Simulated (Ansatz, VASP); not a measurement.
## Li: VASP beside Ansatz

The input INCAR:

```
SYSTEM = Li
PREC     = Accurate       ! precision mode
ENCUT    = 750            ! plane-wave cutoff, eV
EDIFF    = 1E-6           ! SCF threshold, eV
ISMEAR   = 0              ! smearing method
SIGMA    = 0.1            ! smearing width, eV
LREAL    = .FALSE.        ! projectors in reciprocal space
LASPH    = .TRUE.         ! aspherical terms in the spheres
NELM     = 120            ! most SCF steps
ALGO     = Normal         ! electronic algorithm
ISIF     = 2              ! what is computed and relaxed
LWAVE    = .FALSE.        ! write WAVECAR
LCHARG   = .FALSE.        ! write CHGCAR
GGA      = PS             ! functional
NBANDS   = 8              ! bands
GGA_COMPAT= .FALSE.
```

The input KPOINTS:

```
regular mesh
0
G
  8 8 8
  0 0 0
```

Contents of POSCAR:

```
Li
1.0
   -1.7500000000      1.7500000000      1.7500000000
    1.7500000000     -1.7500000000      1.7500000000
    1.7500000000      1.7500000000     -1.7500000000
Li
1
Direct
    0.0000000000      0.0000000000      0.0000000000
```

Input for Ansatz:

```yaml
crystal:
  lattice:
    - [-1.75, 1.75, 1.75]
    - [1.75, -1.75, 1.75]
    - [1.75, 1.75, -1.75]
  atoms:
    - { symbol: Li, position: [0.0, 0.0, 0.0] }
basis:
  ecutwfc: 420
kpoints:
  mp_grid: { grid: [8, 8, 8] }
hamiltonian:
  xc: pbesol
scf:
  occupations: { method: gaussian, width: 0.1 }
output:
  forces: true
  stress: true
  eigenvalues: true
```

Alike in both runs: task single point; functional PBEsol; k mesh 8 × 8 × 8; occupations gaussian, width 0.1 eV; no spin polarisation.

|  | VASP | Ansatz |
| --- | --- | --- |
| version | VASP 6.6.1 | Ansatz 0.2.0 |
| potentials or method | VASP PAW PBE potentials, release 64 (Li_sv), cutoff 750 eV | scalar-relativistic, plane waves, PAW |
| valence electrons in the cell | 3 | 3 |

|  | VASP | Ansatz | Ansatz less VASP |
| --- | --- | --- | --- |
| gap on the k mesh at the Fermi level (eV) | none | none | - |
| pressure (GPa) | -0.8 | -0.7 | +0.11 |

VASP's potentials were made for PBE, not for PBEsol. A gap of «none» marks a metal or a gap that the smearing closes.
